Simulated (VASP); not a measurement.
# ZnS (F-43m) in VASP: a series of runs

The runs below take ZnS through electric field gradients, with PBE.

All numbers are computed with VASP 6.6.1; they aren't measurements. Logs are shortened: lines on timing, memory, paths and dates and some standing lists are left out, and cuts for length are marked.

**Measured values to compare with.**

“Electronic, vibrational, and thermodynamic properties of ZnS (zincblende and rocksalt structure)”, 2009, arxiv:0911.5022 quotes, for a bulk crystal of ZnS at 19 K: band gap 3.85 eV (direct).

How close the calculation comes is told below.

## (1) The cell of the first run

The structure is cubic, space group F-43m (No. 216). The conventional cell has a = 5.515 Å, b = 5.515 Å, c = 5.515 Å, α = 90.00°, β = 90.00°, γ = 90.00°. Within 3.2 Å of Zn (site symmetry -43m) lie 4 S at 2.39 Å. Within 3.2 Å of S (site symmetry -43m) lie 4 Zn at 2.39 Å.

## (2) Electric field gradients, PBE (volume scaled by 1.06)

Contents of INCAR:

```
  ALGO = Normal
  EDIFF = 1E-8
  ENCUT = 520
  GGA = PE
  ISIF = 2
  ISMEAR = -1
  LASPH = T
  LCHARG = F
  LEFG = T
  LREAL = F
  LWAVE = F
  NBANDS = 16
  NELM = 60
  PREC = Accurate
  SIGMA = 0.01
```

Contents of KPOINTS:

```
k-points
0
Gamma
  9 9 9
```

Contents of POSCAR:

```
ZnS
1.0
    0.0000000000      2.7576958202      2.7576958202
    2.7576958202      0.0000000000      2.7576958202
    2.7576958202      2.7576958202      0.0000000000
Zn S
1 1
Direct
    0.0000000000      0.0000000000      0.0000000000
    0.7500000000      0.7500000000      0.7500000000
```

Potentials or basis: VASP PAW PBE potentials, release 64 (Zn, S).

Started as:

```console
cat potpaw_PBE.64/Zn/POTCAR potpaw_PBE.64/S/POTCAR > POTCAR
mpirun -np 1 vasp_std > vasp.out
```

OUTCAR:

```text
EDIFF = 1E-8
   ENCUT = 520
   GGA = PE
   ISIF = 2
   ISMEAR = -1
   LASPH = T
   LREAL = F
   NELM = 60
   PREC = Accurate

 ion  position               nearest neighbor table
   1  0.000  0.000  0.000-   2 2.39   2 2.39   2 2.39   2 2.39
   2  0.750  0.750  0.750-   1 2.39   1 2.39   1 2.39   1 2.39

  LATTYP: Found a face centered cubic cell.
 ALAT       =     5.5153916404

  Lattice vectors:

 A1 = (   0.0000000000,   2.7576958202,   2.7576958202)
 A2 = (   2.7576958202,   0.0000000000,   2.7576958202)
 A3 = (   2.7576958202,   2.7576958202,   0.0000000000)

Analysis of symmetry for initial positions (statically):
=====================================================================
 Subroutine PRICEL returns:
 Original cell was already a primitive cell.

 Routine SETGRP: Setting up the symmetry group for a
 face centered cubic supercell.

 Subroutine GETGRP returns: Found 24 space group operations
 (whereof 24 operations were pure point group operations)
 out of a pool of 48 trial point group operations.

The static configuration has the point symmetry T_d .

Analysis of symmetry for dynamics (positions and initial velocities):
=====================================================================
 Subroutine PRICEL returns:
 Original cell was already a primitive cell.

 Routine SETGRP: Setting up the symmetry group for a
 face centered cubic supercell.

 Subroutine GETGRP returns: Found 24 space group operations
 (whereof 24 operations were pure point group operations)
 out of a pool of 48 trial point group operations.

The dynamic configuration has the point symmetry T_d .

 Subroutine INISYM returns: Found 24 space group operations
 (whereof 24 operations are pure point group operations),
 and found     1 'primitive' translations

----------------------------------------------------------------------------------------

                                     Primitive cell

  volume of cell :      41.9439

  direct lattice vectors                    reciprocal lattice vectors
     0.000000000  2.757695820  2.757695820    -0.181310787  0.181310787  0.181310787
     2.757695820  0.000000000  2.757695820     0.181310787 -0.181310787  0.181310787
     2.757695820  2.757695820  0.000000000     0.181310787  0.181310787 -0.181310787

  length of vectors
     3.899970830  3.899970830  3.899970830     0.314039495  0.314039495  0.314039495

  position of ions in fractional coordinates (direct lattice)
     0.000000000  0.000000000  0.000000000
     0.750000000  0.750000000  0.750000000

  ion indices of the primitive-cell ions
   primitive index   ion index
                 1           1
                 2           2

----------------------------------------------------------------------------------------

 KPOINTS: k-points

Automatic generation of k-mesh.
 Grid dimensions read from file:
 generate k-points for:    9    9    9

 Generating k-lattice:

  Cartesian coordinates                     Fractional coordinates (reciprocal lattice)
    -0.020145643  0.020145643  0.020145643     0.111111111  0.000000000  0.000000000
     0.020145643 -0.020145643  0.020145643     0.000000000  0.111111111  0.000000000
     0.020145643  0.020145643 -0.020145643     0.000000000  0.000000000  0.111111111

  Length of vectors
     0.034893277  0.034893277  0.034893277

  Shift w.r.t. Gamma in fractional coordinates (k-lattice)
     0.000000000  0.000000000  0.000000000

 Subroutine IBZKPT returns following result:
 ===========================================

 Found     35 irreducible k-points:

 Following reciprocal coordinates:
            Coordinates               Weight
  0.000000  0.000000  0.000000      1.000000
  0.111111  0.000000  0.000000      8.000000
  0.222222  0.000000  0.000000      8.000000
  0.333333  0.000000  0.000000      8.000000
  0.444444  0.000000  0.000000      8.000000
  0.111111  0.111111  0.000000      6.000000
[... 16 lines left out ...]
 -0.333333  0.333333  0.000000     12.000000
  0.444444  0.444444  0.000000      6.000000
 [... further k-points ...]
   k-points           NKPTS =     35   k-points in BZ     NKDIM =     35   number of bands    NBANDS=     16
   number of dos      NEDOS =    301   number of ions     NIONS =      2
   total plane-waves  NPLWV =  27000
   dimension x,y,z NGX =    30 NGY =   30 NGZ =   30
   dimension x,y,z NGXF=    60 NGYF=   60 NGZF=   60
   ions per type =               1   1
   NGX,Y,Z   is equivalent  to a cutoff of  12.79, 12.79, 12.79 a.u.
   NGXF,Y,Z  is equivalent  to a cutoff of  25.58, 25.58, 25.58 a.u.
 SYSTEM =  unknown system
   PREC   = accura    normal or accurate (medium, high low for compatibility)
   ISTART =      0    job   : 0-new  1-cont  2-samecut
   ICHARG =      2    charge: 1-file 2-atom 10-const
   ISPIN  =      1    spin polarized calculation?
   LNONCOLLINEAR =      F non collinear calculations
   LSORBIT =      F    spin-orbit coupling
   LASPH  =      T    aspherical Exc in radial PAW
   ENCUT  =  520.0 eV  38.22 Ry    6.18 a.u.   7.25  7.25  7.25*2*pi/ulx,y,z
   NELM   =     60;   NELMIN=  2; NELMDL= -5     # of ELM steps
   EDIFF  = 0.1E-07   stopping-criterion for ELM
   LREAL  =      F    real-space projection
   EDIFFG = 0.1E-06   stopping-criterion for IOM
   NSW    =      0    number of steps for IOM
   IBRION =     -1    ionic relax: 0-MD 1-quasi-New 2-CG
   NFREE  =      0    steps in history (QN), initial steepest desc. (CG)
   ISIF   =      2    stress and relaxation
   ISYM   =      2    0-nonsym 1-usesym 2-fastsym
   POTIM  = 0.5000    time-step for ionic-motion
   TEBEG  =    0.0;   TEEND  =   0.0 temperature during run
   PSTRESS=    0.0 pullay stress
   NELECT =      18.0000    total number of electrons
   NUPDOWN=      -1.0000    fix difference up-down
   EMIN   =  10.00;   EMAX   =-10.00  energy-range for DOS
   EFERMI =   0.00;   METHOD = LEGACY
   ISMEAR =    -1;   SIGMA  =   0.01  broadening in eV -4-tet -1-fermi 0-gaus
   EFERMI_NEDOS =   21; number of points for ismear=-14 and -15
   IALGO  =     38    algorithm
   IMIX   =      4    mixing-type and parameters
     AMIX     =   0.40;   BMIX     =  1.00
     AMIX_MAG =   1.60;   BMIX_MAG =  1.00
  volume/ion in A,a.u.               =      20.97       141.53
  Fermi-wavevector in a.u.,A,eV,Ry     =   1.234836  2.333502 20.746437  1.524820
  Thomas-Fermi vector in A             =   2.369510
   LORBIT       =      0    0 simple, 1 ext, 2 COOP (PROOUT), +10 PAW based schemes
   GGA     = PE    functional components
   LHFCALC =     F    Hartree Fock is set to
   AEXX    =    0.0000 exact exchange contribution
   IVDW    =     0    specifies the selected vdW correction
   LEPSILON=     F    determine dielectric tensor
   LRPA    =     F    only Hartree local field effects (RPA)
 non-spin polarized calculation
  energy-cutoff  :      520.00
  volume of cell :       41.94
 maximum number of plane-waves:      1147
 NGX is ok and might be reduce to    30
   NGX = 15   NGY = 15   NGZ = 15

 number of electron      17.9999992 magnetization

 Free energy of the ion-electron system (eV)
  ---------------------------------------------------
  ext. energy  EPLUGINS =         0.00000000
  ---------------------------------------------------
  free energy    TOTEN  =        -6.84107523 eV

  energy without entropy =       -6.84107523  energy(sigma->0) =       -6.84107523

 E-fermi :   1.7674     XC(G=0):  -9.3449

 val. band max:        1.5564965793   @ k =   0.0000   0.0000   0.0000
 cond. band min:       3.4071209544   @ k =   0.0000   0.0000   0.0000
 fundamental gap:      1.8506243750
 Fermi energy:         1.7673513290

 k-point     1 :       0.0000    0.0000    0.0000
  band No.  band energies     occupation
      1     -11.1766      2.00000
      2      -4.5596      2.00000
      3      -4.5596      2.00000
      4      -4.5596      2.00000
      5      -4.1312      2.00000
      6      -4.1312      2.00000
[... 8 lines left out ...]
     15      13.2438      0.00000
     16      13.2438      0.00000

 k-point     2 :       0.1111    0.0000    0.0000
  band No.  band energies     occupation
      1     -11.0934      2.00000
      2      -4.5554      2.00000
      3      -4.5449      2.00000
      4      -4.5449      2.00000
      5      -4.1323      2.00000
      6      -4.1323      2.00000
[... 8 lines left out ...]
     15      12.7554      0.00000
     16      13.7706      0.00000

 k-point     3 :       0.2222    0.0000    0.0000
  band No.  band energies     occupation
      1     -10.8701      2.00000
      2      -4.5182      2.00000
      3      -4.5103      2.00000
      4      -4.5102      2.00000
      5      -4.1312      2.00000
      6      -4.1312      2.00000
[... 8 lines left out ...]
     15      12.4179      0.00000
     16      13.7481      0.00000

 k-point     4 :       0.3333    0.0000    0.0000
  band No.  band energies     occupation
      1     -10.5894      2.00000
      2      -4.4773      2.00000
      3      -4.4773      2.00000
      4      -4.3793      2.00000
      5      -4.1209      2.00000
      6      -4.1209      2.00000
[... 8 lines left out ...]
     15      13.0487      0.00000
     16      13.2467      0.00000

 k-point     5 :       0.4444    0.0000    0.0000
  band No.  band energies     occupation
      1     -10.3870      2.00000
      2      -4.4607      2.00000
      3      -4.4607      2.00000
      4      -4.1077      2.00000
      5      -4.1077      2.00000
      6      -4.0690      2.00000
[... 8 lines left out ...]
     15      14.3971      0.00000
     16      14.3971      0.00000

 k-point     6 :       0.1111    0.1111    0.0000
  band No.  band energies     occupation
      1     -11.0657      2.00000
      2      -4.5692      2.00000
      3      -4.5323      2.00000
      4      -4.5323      2.00000
      5      -4.1422      2.00000
      6      -4.1237      2.00000
[... 8 lines left out ...]
     15      13.4009      0.00000
     16      14.1033      0.00000
[... 267 lines left out ...]
 k-point    21 :       0.4444    0.3333    0.0000
  band No.  band energies     occupation
      1     -10.2223      2.00000
      2      -4.5238      2.00000
      3      -4.3177      2.00000
      4      -4.3039      2.00000
      5      -4.0795      2.00000
      6      -4.0439      2.00000
[... 8 lines left out ...]
     15      15.0815      0.00000
     16      16.4808      0.00000

 k-point    22 :      -0.4444    0.3333    0.0000
  band No.  band energies     occupation
      1     -10.1246      2.00000
      2      -4.4726      2.00000
      3      -4.3162      2.00000
      4      -4.2401      2.00000
      5      -4.0936      2.00000
      6      -3.8778      2.00000
[... 8 lines left out ...]
     15      14.4335      0.00000
     16      16.3859      0.00000

 k-point    23 :      -0.3333    0.3333    0.0000
  band No.  band energies     occupation
      1     -10.1524      2.00000
      2      -4.4502      2.00000
      3      -4.3492      2.00000
      4      -4.1788      2.00000
      5      -4.1179      2.00000
      6      -3.8743      2.00000
[... 8 lines left out ...]
     15      13.1564      0.00000
     16      17.6026      0.00000

 k-point    24 :       0.4444    0.4444    0.0000
  band No.  band energies     occupation
      1     -10.1227      2.00000
      2      -4.5414      2.00000
      3      -4.2752      2.00000
      4      -4.2752      2.00000
      5      -4.0694      2.00000
      6      -3.9852      2.00000
[... 8 lines left out ...]
     15      15.0857      0.00000
     16      16.3229      0.00000

 [... further k-points ...]
[... 5 lines left out ...]
  --------------------------------------------------------------------------------------
  -------------------------------------------------------------------------------------
  Total       -0.6230405     -0.6230405     -0.6230405      0.0000000      0.0000000      0.0000000
  in kB      -23.7989479    -23.7989479    -23.7989479      0.0000000      0.0000000      0.0000000
  external PRESSURE =     -23.7989479 kB  Pullay stress =       0.0000000 kB

 VOLUME and BASIS-vectors are now :
 -----------------------------------------------------------------------------
  energy-cutoff  :      520.00
  volume of cell :       41.94
      direct lattice vectors                 reciprocal lattice vectors
     0.000000000  2.757695820  2.757695820    -0.181310787  0.181310787  0.181310787
     2.757695820  0.000000000  2.757695820     0.181310787 -0.181310787  0.181310787
     2.757695820  2.757695820  0.000000000     0.181310787  0.181310787 -0.181310787

 POSITION                                       TOTAL-FORCE (eV/Angst)
 -----------------------------------------------------------------------------------
      0.00000      0.00000      0.00000         0.000000      0.000000      0.000000
      4.13654      4.13654      4.13654        -0.000000     -0.000000     -0.000000
 -----------------------------------------------------------------------------------
    total drift:                                0.000000      0.000000      0.000000

  FREE ENERGIE OF THE ION-ELECTRON SYSTEM (eV)
  ---------------------------------------------------
  free  energy   TOTEN  =        -6.8410752287 eV

  energy  without entropy=       -6.8410752287  energy(sigma->0) =       -6.84107523

 Electric field gradients (V/A^2)
---------------------------------------------------------------------
 ion       V_xx      V_yy      V_zz      V_xy      V_xz      V_yz
---------------------------------------------------------------------
   1      -0.000    -0.000     0.000     0.005     0.005     0.005
   2       0.000     0.000    -0.000    -0.000    -0.000    -0.000
---------------------------------------------------------------------

 Electric field gradients after diagonalization (V/A^2)
 (convention: |V_zz| > |V_xx| > |V_yy|)
----------------------------------------------------------------------
 ion       V_xx      V_yy      V_zz     asymmetry (V_yy - V_xx)/ V_zz
----------------------------------------------------------------------
   1      -0.005    -0.005     0.010       0.000
   2       0.000     0.000    -0.001       0.000
----------------------------------------------------------------------

           NMR quadrupolar parameters

 Cq : quadrupolar parameter    Cq=e*Q*V_zz/h
 eta: asymmetry parameters     (V_yy - V_xx)/ V_zz
 Q  : nuclear electric quadrupole moment in mb (millibarn)
----------------------------------------------------------------------
 ion       Cq(MHz)       eta       Q (mb)
----------------------------------------------------------------------
   1       0.000       0.000       1.000
   2      -0.000       0.000       1.000
----------------------------------------------------------------------
```

Wall time 23 s (1 thread of Intel Xeon 6975P-C, shared host); peak memory 0.17 GiB.

What came out:

| Item | Value |
| --- | --- |
| Free energy | -6.8411 eV |
| Pressure | -2.4 GPa |
| Band gap on the k mesh | 1.85 eV, direct |

Levels at points of the mesh, in eV from the valence-band top:
| k point | band 6 | band 7 | band 8 | band 9 | band 10 | band 11 | band 12 | band 13 |
| --- | --- | --- | --- | --- | --- | --- | --- | --- |
| (0.00, 0.00, 0.00) | -5.69 | 0.00 | 0.00 | 0.00 | 1.85 | 6.43 | 6.43 | 6.43 |

Caveat: without QUAD_EFG the Cq values of the log hold for a quadrupole moment of 1 mb, not for the nuclei.

(Continued in part 2 of 2.)
